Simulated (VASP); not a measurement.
# Os (Pm-3m) in VASP: further runs, part 2 of 2

VASP 6.6.1.

### 4 Single point, BLYP (16.13 Å³/atom)

This run uses another cell than the first one, of 16.13 Å³/atom.

Contents of INCAR:

```
PREC = Accurate
ENCUT = 520
EDIFF = 1E-6
ISMEAR = -1
SIGMA = 0.1
LREAL = False
LASPH = True
NELM = 100
ALGO = Normal
ISIF = 2
LWAVE = False
LCHARG = False
GGA = B5
ALDAX = 1.0
AGGAX = 1.0
AGGAC = 1.0
ALDAC = 0.0
NBANDS = 10
```

Contents of KPOINTS:

```
Automatic mesh
0
Gamma
  14 14 14
```

Contents of POSCAR:

```
Os
1.0
    2.5264402601      0.0000000000      0.0000000000
    0.0000000000      2.5264402601      0.0000000000
    0.0000000000      0.0000000000      2.5264402601
Os
1
Direct
    0.0000000000      0.0000000000      0.0000000000
```

Potentials or basis: VASP PAW PBE potentials, release 64 (Os).

On the command line:

```sh
> cat potpaw_PBE.64/Os/POTCAR > POTCAR
> mpirun -np 1 vasp_std > vasp.out
```

OUTCAR:

```text
PREC = Accurate
   ENCUT = 520
   EDIFF = 1E-6
   ISMEAR = -1
   LREAL = False
   LASPH = True
   NELM = 100
   ISIF = 2
   GGA = B5

 ion  position               nearest neighbor table
   1  0.000  0.000  0.000-

  LATTYP: Found a simple cubic cell.
 ALAT       =     2.5264402601

  Lattice vectors:

 A1 = (   2.5264402601,   0.0000000000,   0.0000000000)
 A2 = (   0.0000000000,   2.5264402601,   0.0000000000)
[... 481 lines left out ...]
  band No.  band energies     occupation
      1       2.2226      2.00000
      2       3.7237      2.00000
      3       5.3121      2.00000
      4       7.9701      1.90069
      5       8.4965      0.18016
      6       9.5266      0.00001
      7      17.6186      0.00000
      8      23.5785      0.00000
      9      26.9727      0.00000
     10      31.8052      0.00000

 [... further k-points ...]
[... 5 lines left out ...]
  --------------------------------------------------------------------------------------
  -------------------------------------------------------------------------------------
  Total        2.7003723      2.7003723      2.7003723      0.0000000      0.0000000      0.0000000
  in kB      268.2916305    268.2916305    268.2916305      0.0000000      0.0000000      0.0000000
  external PRESSURE =     268.2916305 kB  Pullay stress =       0.0000000 kB

 VOLUME and BASIS-vectors are now :
 -----------------------------------------------------------------------------
  energy-cutoff  :      520.00
  volume of cell :       16.13
      direct lattice vectors                 reciprocal lattice vectors
     2.526440260  0.000000000  0.000000000     0.395813832  0.000000000  0.000000000
     0.000000000  2.526440260  0.000000000     0.000000000  0.395813832  0.000000000
     0.000000000  0.000000000  2.526440260     0.000000000  0.000000000  0.395813832

 POSITION                                       TOTAL-FORCE (eV/Angst)
 -----------------------------------------------------------------------------------
      0.00000      0.00000      0.00000         0.000000      0.000000      0.000000
 -----------------------------------------------------------------------------------
    total drift:                               -0.000000      0.000000      0.000000

  FREE ENERGIE OF THE ION-ELECTRON SYSTEM (eV)
  ---------------------------------------------------
  free  energy   TOTEN  =        -8.3822260013 eV

  energy  without entropy=       -8.3310370953  energy(sigma->0) =       -8.35663155
```

OSZICAR:

```text
N       E                     dE             d eps       ncg     rms          rms(c)
DAV:   1     0.386687593383E+02    0.38669E+02   -0.40922E+03  2432   0.729E+02
DAV:   2    -0.744673731233E+01   -0.46115E+02   -0.43533E+02  2482   0.198E+02
DAV:   3    -0.875816309912E+01   -0.13114E+01   -0.13025E+01  2800   0.305E+01
DAV:   4    -0.876200928213E+01   -0.38462E-02   -0.38457E-02  2778   0.192E+00
DAV:   5    -0.876202380028E+01   -0.14518E-04   -0.14518E-04  2688   0.102E-01    0.139E+01
DAV:   6    -0.845976798993E+01    0.30226E+00   -0.40620E-01  3192   0.465E+00    0.668E+00
DAV:   7    -0.838569714799E+01    0.74071E-01   -0.21320E-01  3296   0.321E+00    0.963E-01
DAV:   8    -0.838245227602E+01    0.32449E-02   -0.55122E-03  2580   0.715E-01    0.148E-01
DAV:   9    -0.838223588866E+01    0.21639E-03   -0.93299E-05  2656   0.101E-01    0.145E-02
DAV:  10    -0.838222691074E+01    0.89779E-05   -0.45641E-06  2672   0.333E-02    0.452E-03
DAV:  11    -0.838222600127E+01    0.90948E-06   -0.35991E-07  1490   0.653E-03
   1 F= -.83822260E+01 E0= -.83566315E+01  d E =-.511889E-01
```

It took 23 s on 1 thread of Intel Xeon 8259CL, shared host; peak memory 0.14 GiB.

Results:

```yaml
Free_energy: -8.3822 eV
Pressure: 26.8 GPa
Band_gap_on_the_k_mesh: zero (bands 4 and 5 overlap by 6.13 eV)
```

Levels at points of the mesh, in eV from the Fermi level:
| k point | band 1 | band 2 | band 3 | band 4 | band 5 | band 6 | band 7 | band 8 | band 9 |
| --- | --- | --- | --- | --- | --- | --- | --- | --- | --- |
| (0.00, 0.00, 0.00) | -9.58 | -6.24 | -6.24 | 2.40 | 2.40 | 2.40 | 15.89 | 15.89 | 15.89 |
| (0.50, 0.00, 0.00) | -6.40 | -5.37 | -1.04 | -1.04 | -0.95 | 2.75 | 7.50 | 15.92 | 20.56 |
| (0.50, 0.50, 0.00) | -6.95 | -4.71 | -0.38 | -0.38 | 4.79 | 4.79 | 4.94 | 13.30 | 15.37 |
| (0.50, 0.50, 0.50) | -5.49 | -5.49 | -5.49 | 5.19 | 5.19 | 8.78 | 11.68 | 11.68 | 11.68 |

Caveat: the cell stands under pressure; the PAW data sets were made with another functional, which shifts forces and pressure a little; spin-orbit coupling is left out, which moves the levels of the heavy elements.

### 5 Single point, BLYP (16.83 Å³/atom)

This run uses another cell than the first one, of 16.83 Å³/atom.

Contents of INCAR:

```
SYSTEM = Os
PREC = Accurate
ENCUT = 520
EDIFF = 1E-7
ISMEAR = -1
SIGMA = 0.1
LREAL = .False.
LASPH = .True.
NELM = 60
ALGO = Normal
ISIF = 2
LWAVE = .False.
LCHARG = .False.
GGA = B5
ALDAX = 1.0
AGGAX = 1.0
AGGAC = 1.0
ALDAC = 0.0
NBANDS = 10
```

Contents of KPOINTS:

```
Automatic mesh
0
Gamma
  14 14 14
  0 0 0
```

Contents of POSCAR:

```
Os
1.0
    2.5625371407      0.0000000000      0.0000000000
    0.0000000000      2.5625371407      0.0000000000
    0.0000000000      0.0000000000      2.5625371407
Os
1
Direct
    0.0000000000      0.0000000000      0.0000000000
```

On the command line:

```sh
> cat potpaw_PBE.64/Os/POTCAR > POTCAR
> mpirun -np 1 vasp_std > vasp.out
```

It took 33 s on 1 thread of Intel Xeon 8259CL, shared host; peak memory 0.14 GiB.

The run converged. Its results:

- Free energy: -8.4685 eV
- Pressure: 13.0 GPa
- Band gap on the k mesh: zero (bands 4 and 5 overlap by 5.68 eV)

Levels at points of the mesh, in eV from the Fermi level:
| k point | band 1 | band 2 | band 3 | band 4 | band 5 | band 6 | band 7 | band 8 |
| --- | --- | --- | --- | --- | --- | --- | --- | --- |
| (0.00, 0.00, 0.00) | -9.22 | -5.89 | -5.89 | 2.24 | 2.24 | 2.24 | 15.57 | 15.57 |
| (0.50, 0.00, 0.00) | -6.14 | -5.07 | -0.96 | -0.96 | -0.83 | 2.57 | 7.06 | 15.88 |
| (0.50, 0.50, 0.00) | -6.51 | -4.49 | -0.35 | -0.35 | 4.61 | 4.68 | 4.68 | 12.54 |
| (0.50, 0.50, 0.50) | -5.14 | -5.14 | -5.14 | 4.84 | 4.84 | 8.95 | 11.21 | 11.21 |

Caveat: the cell stands under pressure; the PAW data sets were made with another functional, which shifts forces and pressure a little; spin-orbit coupling is left out, which moves the levels of the heavy elements.

### 6 Single point, BLYP (17.53 Å³/atom)

Contents of INCAR:

```
PREC     = Accurate       # precision mode
ENCUT    = 520            # plane-wave cutoff, eV
EDIFF    = 1E-7           # SCF threshold, eV
ISMEAR   = -1             # smearing method
SIGMA    = 0.1            # smearing width, eV
LREAL    = F              # projectors in reciprocal space
LASPH    = T              # aspherical terms in the spheres
NELM     = 80             # most SCF steps
ALGO     = Normal         # electronic algorithm
ISIF     = 2              # what is computed and relaxed
LWAVE    = F              # write WAVECAR
LCHARG   = T              # write CHGCAR
GGA      = B5             # functional
ALDAX    = 1.0          
AGGAX    = 1.0          
AGGAC    = 1.0          
ALDAC    = 0.0          
LELF     = T              # ELF
LVHAR    = T            
NBANDS   = 10             # bands
```

Contents of KPOINTS:

```
Automatic mesh
0
Gamma
  14 14 14
```

Contents of POSCAR:

```
Os
1.0
    2.5976447518      0.0000000000      0.0000000000
    0.0000000000      2.5976447518      0.0000000000
    0.0000000000      0.0000000000      2.5976447518
Os
1
Direct
    0.0000000000      0.0000000000      0.0000000000
```

Potentials or basis: VASP PAW PBE potentials, release 64 (Os).

On the command line:

```sh
> cat potpaw_PBE.64/Os/POTCAR > POTCAR
> mpirun -np 1 vasp_std > vasp.out
```

It took 26 s on 1 thread of Intel Xeon 8259CL, shared host; peak memory 0.14 GiB.

The run converged. Its results:

| Property | Result |
| --- | --- |
| Free energy | -8.5009 eV |
| Pressure | 2.1 GPa |
| Band gap on the k mesh | zero (bands 4 and 5 overlap by 5.31 eV) |

Levels at points of the mesh, in eV from the Fermi level:
| k point | band 2 | band 3 | band 4 | band 5 | band 6 | band 7 |
| --- | --- | --- | --- | --- | --- | --- |
| (0.00, 0.00, 0.00) | -5.56 | -5.56 | 2.09 | 2.09 | 2.09 | 15.28 |
| (0.50, 0.00, 0.00) | -4.80 | -0.89 | -0.89 | -0.71 | 2.40 | 6.65 |
| (0.50, 0.50, 0.00) | -4.28 | -0.33 | -0.33 | 4.32 | 4.57 | 4.57 |
| (0.50, 0.50, 0.50) | -4.82 | -4.82 | 4.54 | 4.54 | 9.10 | 10.78 |

Caveat: the PAW data sets were made with another functional, which shifts forces and pressure a little; spin-orbit coupling is left out, which moves the levels of the heavy elements.

### 7 Overview

| cell | k mesh | gap on the mesh (eV) | pressure (GPa) |
| --- | --- | --- | --- |
| a = 2.598 Å, 1 atom | 13 × 13 × 13 | none | 1.6 |
| a = 2.489 Å, 1 atom | 14 × 14 × 14 | none | 44.2 |
| a = 2.526 Å, 1 atom | 14 × 14 × 14 | none | 26.8 |
| a = 2.563 Å, 1 atom | 14 × 14 × 14 | none | 13.0 |
| a = 2.598 Å, 1 atom | 14 × 14 × 14 | none | 2.1 |

Alike in all rows: task single point; level BLYP; potentials or basis VASP PAW PBE potentials, release 64 (Os); no spin polarisation; cutoff (eV) 520; smearing fermi-dirac 0.1 eV.

Caveats: the PAW data sets were made with another functional, which shifts forces and pressure a little; spin-orbit coupling is left out, which moves the levels of the heavy elements; the cell stands under pressure (at least some runs).

Absolute energies hang on the potentials; compare differences alone.
